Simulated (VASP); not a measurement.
# SiNi2 (P6_3/mmc) in VASP: notebook

SiNi2 is run at these levels: PBEsol; tasks: single point, relaxation of shape and atoms at fixed volume.

Everything below comes from runs of VASP 6.6.1. Logs are shortened: lines on timing, memory, paths and dates and some standing lists are left out, and cuts for length are marked.

**1. The cell of the first run**

Symmetry: P6_3/mmc, No. 194, hexagonal system. Conventional cell: a = 3.902 Å, b = 3.902 Å, c = 4.979 Å, α = 90.00°, β = 90.00°, γ = 120.00°. Within 3.0 Å of Si (site symmetry -6m2) lie 11 Ni at 2.25 to 2.57 Å. Ni (site symmetry -3m) has 8 Ni at 2.49 to 2.57 Å and 6 Si at 2.57 Å within 3.3 Å. Within 3.0 Å of Ni (site symmetry -6m2) lie 5 Si at 2.25 to 2.49 Å and 6 Ni at 2.57 Å.

**2. Single point, PBEsol (10.94 Å³/atom)**

Contents of INCAR:

```
PREC = Accurate ; ENCUT = 520
EDIFF = 1E-7 ; ISMEAR = 0
SIGMA = 0.1 ; LREAL = False
LASPH = True ; NELM = 80
ALGO = Fast ; ISIF = 2
LWAVE = False ; LCHARG = False
GGA = PS ; NBANDS = 33
```

Contents of KPOINTS:

```
regular mesh
0
Gamma
  12 12 8
```

Contents of POSCAR:

```
SiNi2
1.0
    3.9017068185      0.0000000000      0.0000000000
   -1.9508534093      3.3789772229      0.0000000000
    0.0000000000      0.0000000000      4.9785616754
Si Ni
2 4
Direct
    0.3333333333      0.6666666667      0.7500000000
    0.6666666667      0.3333333333      0.2500000000
    0.0000000000      0.0000000000      0.0000000000
    0.0000000000      0.0000000000      0.5000000000
    0.3333333333      0.6666666667      0.2500000000
    0.6666666667      0.3333333333      0.7500000000
```

Potentials or basis: VASP PAW PBE potentials, release 64 (Si, Ni).

Run with:

```
$ cat potpaw_PBE.64/Si/POTCAR potpaw_PBE.64/Ni/POTCAR > POTCAR
$ mpirun -np 1 vasp_std > vasp.out
```

OUTCAR:

```text
PREC = Accurate
   ENCUT = 520
   EDIFF = 1E-7
   ISMEAR = 0
   LREAL = False
   LASPH = True
   NELM = 80
   ISIF = 2
   GGA = PS

 ion  position               nearest neighbor table
   1  0.333  0.667  0.750-   6 2.25   6 2.25   6 2.25   5 2.49   5 2.49   3 2.57   4 2.57   4 2.57
                             3 2.57   4 2.57   3 2.57
   2  0.667  0.333  0.250-   5 2.25   5 2.25   5 2.25   6 2.49   6 2.49   3 2.57   4 2.57   3 2.57
                             4 2.57   3 2.57   4 2.57
   3  0.000  0.000  0.000-   4 2.49   4 2.49   1 2.57   5 2.57   6 2.57   2 2.57   1 2.57   5 2.57
                             2 2.57   6 2.57   2 2.57   6 2.57   1 2.57   5 2.57
   4  0.000  0.000  0.500-   3 2.49   3 2.49   1 2.57   5 2.57   6 2.57   2 2.57   1 2.57   5 2.57
                             2 2.57   6 2.57   2 2.57   6 2.57   1 2.57   5 2.57
   5  0.333  0.667  0.250-   2 2.25   2 2.25   2 2.25   1 2.49   1 2.49   3 2.57   4 2.57   4 2.57
                             3 2.57   4 2.57   3 2.57
   6  0.667  0.333  0.750-   1 2.25   1 2.25   1 2.25   2 2.49   2 2.49   3 2.57   4 2.57   3 2.57
                             4 2.57   3 2.57   4 2.57

  LATTYP: Found a hexagonal cell.
 ALAT       =     3.9017068185
 C/A-ratio  =     1.2759958416

  Lattice vectors:

 A1 = (   3.9017068185,   0.0000000000,   0.0000000000)
 A2 = (  -1.9508534093,   3.3789772229,   0.0000000000)
 A3 = (   0.0000000000,   0.0000000000,   4.9785616754)

Analysis of symmetry for initial positions (statically):
=====================================================================
 Subroutine PRICEL returns:
 Original cell was already a primitive cell.

 Routine SETGRP: Setting up the symmetry group for a
 hexagonal supercell.

 Subroutine GETGRP returns: Found 24 space group operations
 (whereof 12 operations were pure point group operations)
 out of a pool of 24 trial point group operations.

The static configuration has the point symmetry D_3d.
 The point group associated with its full space group is D_6h.

Analysis of symmetry for dynamics (positions and initial velocities):
=====================================================================
 Subroutine PRICEL returns:
 Original cell was already a primitive cell.

 Routine SETGRP: Setting up the symmetry group for a
 hexagonal supercell.

 Subroutine GETGRP returns: Found 24 space group operations
 (whereof 12 operations were pure point group operations)
 out of a pool of 24 trial point group operations.

The dynamic configuration has the point symmetry D_3d.
 The point group associated with its full space group is D_6h.

 Subroutine INISYM returns: Found 24 space group operations
 (whereof 12 operations are pure point group operations),
 and found     1 'primitive' translations

----------------------------------------------------------------------------------------

                                     Primitive cell

  volume of cell :      65.6363

  direct lattice vectors                    reciprocal lattice vectors
     3.901706819  0.000000000  0.000000000     0.256298089  0.147973770  0.000000000
    -1.950853409  3.378977223  0.000000000     0.000000000  0.295947541  0.000000000
     0.000000000  0.000000000  4.978561675     0.000000000  0.000000000  0.200861226

  length of vectors
     3.901706819  3.901706818  4.978561675     0.295947541  0.295947541  0.200861226

  position of ions in fractional coordinates (direct lattice)
     0.333333333  0.666666667  0.750000000
     0.666666667  0.333333333  0.250000000
     0.000000000  0.000000000  0.000000000
     0.000000000  0.000000000  0.500000000
     0.333333333  0.666666667  0.250000000
     0.666666667  0.333333333  0.750000000

  ion indices of the primitive-cell ions
   primitive index   ion index
                 1           1
                 2           2
                 3           3
                 4           4
                 5           5
                 6           6

----------------------------------------------------------------------------------------

 KPOINTS: regular mesh

Automatic generation of k-mesh.
 Grid dimensions read from file:
 generate k-points for:   12   12    8

 Generating k-lattice:

  Cartesian coordinates                     Fractional coordinates (reciprocal lattice)
     0.021358174  0.012331148  0.000000000     0.083333333  0.000000000  0.000000000
     0.000000000  0.024662295  0.000000000     0.000000000  0.083333333  0.000000000
     0.000000000  0.000000000  0.025107653     0.000000000  0.000000000  0.125000000

  Length of vectors
     0.024662295  0.024662295  0.025107653

  Shift w.r.t. Gamma in fractional coordinates (k-lattice)
     0.000000000  0.000000000  0.000000000

 Subroutine IBZKPT returns following result:
 ===========================================

 Found     95 irreducible k-points:

 Following reciprocal coordinates:
            Coordinates               Weight
  0.000000  0.000000  0.000000      1.000000
  0.083333  0.000000  0.000000      6.000000
  0.166667  0.000000  0.000000      6.000000
  0.250000  0.000000  0.000000      6.000000
  0.333333  0.000000  0.000000      6.000000
  0.416667 -0.000000  0.000000      6.000000
[... 16 lines left out ...]
  0.250000  0.000000  0.125000     12.000000
  0.333333  0.000000  0.125000     12.000000
 [... further k-points ...]
   k-points           NKPTS =     95   k-points in BZ     NKDIM =     95   number of bands    NBANDS=     33
   number of dos      NEDOS =    301   number of ions     NIONS =      6
   total plane-waves  NPLWV =  36000
   dimension x,y,z NGX =    30 NGY =   30 NGZ =   40
   dimension x,y,z NGXF=    60 NGYF=   60 NGZF=   80
   ions per type =               2   4
   NGX,Y,Z   is equivalent  to a cutoff of  12.78, 12.78, 13.36 a.u.
   NGXF,Y,Z  is equivalent  to a cutoff of  25.57, 25.57, 26.71 a.u.
 SYSTEM =  unknown system
   PREC   = accura    normal or accurate (medium, high low for compatibility)
   ISTART =      0    job   : 0-new  1-cont  2-samecut
   ICHARG =      2    charge: 1-file 2-atom 10-const
   ISPIN  =      1    spin polarized calculation?
   LNONCOLLINEAR =      F non collinear calculations
   LSORBIT =      F    spin-orbit coupling
   LASPH  =      T    aspherical Exc in radial PAW
   ENCUT  =  520.0 eV  38.22 Ry    6.18 a.u.   7.25  7.25  9.26*2*pi/ulx,y,z
   NELM   =     80;   NELMIN=  2; NELMDL= -5     # of ELM steps
   EDIFF  = 0.1E-06   stopping-criterion for ELM
   LREAL  =      F    real-space projection
   EDIFFG = 0.1E-05   stopping-criterion for IOM
   NSW    =      0    number of steps for IOM
   IBRION =     -1    ionic relax: 0-MD 1-quasi-New 2-CG
   NFREE  =      0    steps in history (QN), initial steepest desc. (CG)
   ISIF   =      2    stress and relaxation
   ISYM   =      2    0-nonsym 1-usesym 2-fastsym
   POTIM  = 0.5000    time-step for ionic-motion
   TEBEG  =    0.0;   TEEND  =   0.0 temperature during run
   PSTRESS=    0.0 pullay stress
   NELECT =      48.0000    total number of electrons
   NUPDOWN=      -1.0000    fix difference up-down
   EMIN   =  10.00;   EMAX   =-10.00  energy-range for DOS
   EFERMI =   0.00;   METHOD = LEGACY
   ISMEAR =     0;   SIGMA  =   0.10  broadening in eV -4-tet -1-fermi 0-gaus
   EFERMI_NEDOS =   21; number of points for ismear=-14 and -15
   IALGO  =     68    algorithm
   IMIX   =      4    mixing-type and parameters
     AMIX     =   0.40;   BMIX     =  1.00
     AMIX_MAG =   1.60;   BMIX_MAG =  1.00
  volume/ion in A,a.u.               =      10.94        73.82
  Fermi-wavevector in a.u.,A,eV,Ry     =   1.474939  2.787230 29.598716  2.175444
  Thomas-Fermi vector in A             =   2.589649
   LORBIT       =      0    0 simple, 1 ext, 2 COOP (PROOUT), +10 PAW based schemes
   GGA     = PS    functional components
   LHFCALC =     F    Hartree Fock is set to
   AEXX    =    0.0000 exact exchange contribution
   IVDW    =     0    specifies the selected vdW correction
   LEPSILON=     F    determine dielectric tensor
   LRPA    =     F    only Hartree local field effects (RPA)
 non-spin polarized calculation
 RMM-DIIS sequential band-by-band and
 Gauss-broadening in eV      SIGMA  =   0.10
  energy-cutoff  :      520.00
  volume of cell :       65.64
 maximum number of plane-waves:      1795
 NGX is ok and might be reduce to    30
   NGX = 15   NGY = 15   NGZ = 19

 number of electron      48.0000011 magnetization

 Free energy of the ion-electron system (eV)
  ---------------------------------------------------
  ext. energy  EPLUGINS =         0.00000000
  ---------------------------------------------------
  free energy    TOTEN  =       -39.52443276 eV

  energy without entropy =      -39.50651019  energy(sigma->0) =      -39.51547148

 E-fermi :  10.9473     XC(G=0): -13.0584

 val. band max:       10.9450113098   @ k =   0.3333   0.3333   0.2500
 cond. band min:      10.9512335231   @ k =   0.1667   0.0000   0.0000
 fundamental gap:      0.0062222133
 Fermi energy:        10.9473101143

 k-point     1 :       0.0000    0.0000    0.0000
  band No.  band energies     occupation
      1      -1.6032      2.00000
      2       2.7720      2.00000
      3       4.5296      2.00000
      4       5.9266      2.00000
      5       5.9266      2.00000
      6       7.0516      2.00000
[... 25 lines left out ...]
     32      16.4022      0.00000
     33      19.2278      0.00000

 k-point     2 :       0.0833    0.0000    0.0000
  band No.  band energies     occupation
      1      -1.5139      2.00000
      2       2.7900      2.00000
      3       4.5927      2.00000
      4       5.9094      2.00000
      5       5.9723      2.00000
      6       6.7465      2.00000
[... 25 lines left out ...]
     32      16.9391      0.00000
     33      18.6105      0.00000

 k-point     3 :       0.1667    0.0000    0.0000
  band No.  band energies     occupation
      1      -1.2489      2.00000
      2       2.8254      2.00000
      3       4.7780      2.00000
      4       5.7960      2.00000
      5       6.1069      2.00000
      6       6.3402      2.00000
[... 25 lines left out ...]
     32      17.7352      0.00000
     33      18.3362      0.00000

 k-point     4 :       0.2500    0.0000    0.0000
  band No.  band energies     occupation
      1      -0.8171      2.00000
      2       2.8147      2.00000
      3       5.0715      2.00000
      4       5.3318      2.00000
      5       6.1383      2.00000
      6       6.3233      2.00000
[... 25 lines left out ...]
     32      17.6415      0.00000
     33      17.8721      0.00000

 k-point     5 :       0.3333    0.0000    0.0000
  band No.  band energies     occupation
      1      -0.2383      2.00000
      2       2.6323      2.00000
      3       4.7001      2.00000
      4       5.4452      2.00000
      5       6.2027      2.00000
      6       6.6067      2.00000
[... 604 lines left out ...]
 k-point    22 :       0.1667    0.0000    0.1250
  band No.  band energies     occupation
      1      -1.1570      2.00000
      2       2.4602      2.00000
      3       4.9299      2.00000
      4       5.9553      2.00000
      5       6.1240      2.00000
      6       6.3287      2.00000
[... 25 lines left out ...]
     32      17.3379      0.00000
     33      18.9480      0.00000

 k-point    23 :       0.2500    0.0000    0.1250
  band No.  band energies     occupation
      1      -0.7273      2.00000
      2       2.5784      2.00000
      3       4.8271      2.00000
      4       5.6253      2.00000
      5       6.2734      2.00000
      6       6.3370      2.00000
[... 25 lines left out ...]
     32      17.5890      0.00000
     33      18.4303      0.00000

 k-point    24 :       0.3333    0.0000    0.1250
  band No.  band energies     occupation
      1      -0.1518      2.00000
      2       2.5519      2.00000
      3       4.4788      2.00000
      4       5.4132      2.00000
      5       6.4728      2.00000
      6       6.6146      2.00000
[... 25 lines left out ...]
     32      18.0677      0.00000
     33      19.2454      0.00000

 [... further k-points ...]

------------------------ aborting loop because EDIFF is reached ----------------------------------------

  FORCE on cell =-STRESS in cart. coord.  units (eV):
  Direction    XX          YY          ZZ          XY          YZ          ZX
  --------------------------------------------------------------------------------------
  -------------------------------------------------------------------------------------
  Total       -2.4204932     -2.4204932     -2.5072228      0.0000000      0.0000000      0.0000000
  in kB      -59.0841059    -59.0841059    -61.2011704      0.0000000      0.0000000      0.0000000
  external PRESSURE =     -59.7897941 kB  Pullay stress =       0.0000000 kB

 VOLUME and BASIS-vectors are now :
 -----------------------------------------------------------------------------
  energy-cutoff  :      520.00
  volume of cell :       65.64
      direct lattice vectors                 reciprocal lattice vectors
     3.901706819  0.000000000  0.000000000     0.256298089  0.147973770  0.000000000
    -1.950853409  3.378977223  0.000000000     0.000000000  0.295947541  0.000000000
     0.000000000  0.000000000  4.978561675     0.000000000  0.000000000  0.200861226

 POSITION                                       TOTAL-FORCE (eV/Angst)
 -----------------------------------------------------------------------------------
     -0.00000      2.25265      3.73392         0.000000      0.000000      0.000000
      1.95085      1.12633      1.24464        -0.000000     -0.000000      0.000000
      0.00000      0.00000      0.00000        -0.000000     -0.000000      0.000000
      0.00000      0.00000      2.48928        -0.000000     -0.000000      0.000000
     -0.00000      2.25265      1.24464         0.000000     -0.000000      0.000000
      1.95085      1.12633      3.73392        -0.000000      0.000000      0.000000
 -----------------------------------------------------------------------------------
    total drift:                               -0.000000      0.000000      0.000000

  FREE ENERGIE OF THE ION-ELECTRON SYSTEM (eV)
  ---------------------------------------------------
  free  energy   TOTEN  =       -39.5244327586 eV

  energy  without entropy=      -39.5065101925  energy(sigma->0) =      -39.51547148
```

Run time: 2.1 min. Hardware: 1 thread of Intel Xeon 6975P-C (Granite Rapids), shared host; peak memory 0.28 GiB.

Results:

* Free energy: -39.5244 eV
* Pressure: -6.0 GPa
* Band gap on the k mesh: zero (bands 24 and 25 overlap by 3.26 eV)

Caveat: the cell stands under tension; the PAW data sets were made with another functional, which shifts forces and pressure a little. Spin polarisation is off, so any magnetic state and its effect on volume and gap are missing.

**3. Single point, PBEsol (11.26 Å³/atom)**

This run uses another cell than the first one, of 11.26 Å³/atom.

Contents of INCAR:

```
SYSTEM = SiNi2
PREC = Accurate
ENCUT = 520
EDIFF = 1E-7
ISMEAR = 0
SIGMA = 0.1
LREAL = .False.
LASPH = .True.
NELM = 60
ALGO = Fast
ISIF = 2
LWAVE = .False.
LCHARG = .False.
GGA = PS
NBANDS = 33
```

Contents of KPOINTS:

```
Automatic mesh
0
Gamma
  12 12 8
  0 0 0
```

Changes to POSCAR since step 2:

```diff
@@ -2,5 +2,5 @@
 1.0
-    3.9017068185      0.0000000000      0.0000000000
-   -1.9508534093      3.3789772229      0.0000000000
-    0.0000000000      0.0000000000      4.9785616754
+    3.9334349543      0.0000000000      0.0000000000
+   -1.9667174772      3.4064545946      0.0000000000
+    0.0000000000      0.0000000000      5.0412455509
 Si Ni
```

Potentials or basis: VASP PAW PBE potentials, release 64 (Si, Ni).

Run with:

```
$ cat potpaw_PBE.64/Si/POTCAR potpaw_PBE.64/Ni/POTCAR > POTCAR
$ mpirun -np 1 vasp_std > vasp.out
```

Wall time 2 min (1 thread of Intel Xeon 6975P-C (Granite Rapids), shared host); peak memory 0.29 GiB.

The run converged. Its results:

```
Free energy            : -39.4206 eV
Pressure               : -11.1 GPa
Band gap on the k mesh : zero (bands 24 and 25 overlap by 3.14 eV)
```

Stress tensor (GPa, compression positive):
```
-11.05   0.00   0.00
  0.00 -11.05   0.00
  0.00   0.00 -11.25
```

Levels at points of the mesh, in eV from the Fermi level:
| k point | band 21 | band 22 | band 23 | band 24 | band 25 | band 26 | band 27 | band 28 |
| --- | --- | --- | --- | --- | --- | --- | --- | --- |
| (0.00, 0.00, 0.00) | -0.60 | -0.60 | 0.10 | 2.54 | 2.73 | 2.73 | 2.75 | 2.75 |
| (0.50, 0.00, 0.00) | -1.29 | -1.15 | -0.96 | -0.66 | -0.54 | 1.01 | 1.76 | 2.86 |
| (0.00, 0.00, 0.50) | -1.18 | -1.18 | 1.96 | 1.96 | 3.19 | 3.19 | 3.19 | 3.19 |
| (0.50, 0.00, 0.50) | -1.20 | -1.20 | -0.87 | -0.87 | 0.92 | 0.92 | 2.75 | 2.75 |

Caveat: the cell stands under tension; the PAW data sets were made with another functional, which shifts forces and pressure a little.

(Part 1 of 2 ends here.)
